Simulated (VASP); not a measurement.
A run of VASP 6.6.1 is set up as follows.

File INCAR:

```
ALGO = Normal
EDIFF = 1E-6
ENCUT = 520
GGA = PE
ISIF = 2
ISMEAR = -1
LASPH = True
LCHARG = False
LREAL = False
LWAVE = False
NBANDS = 12
NELM = 100
PREC = Accurate
SIGMA = 0.05
```

File KPOINTS:

```
k-points
0
Gamma
  17 17 17
```

File POSCAR:

```
Nb
1.0
    0.0000000000      1.9554908263      1.9554908263
    1.9554908263      0.0000000000      1.9554908263
    1.9554908263      1.9554908263      0.0000000000
Nb
1
Direct
    0.0000000000      0.0000000000      0.0000000000
```

Potentials or basis: VASP PAW PBE potentials, release 64 (Nb_sv).

The run is started by

```console
$ cat potpaw_PBE.64/Nb_sv/POTCAR > POTCAR
$ mpirun -np 1 vasp_std > vasp.out
```

Question: What does it give for the pressure?

Answer: 54.6 GPa.
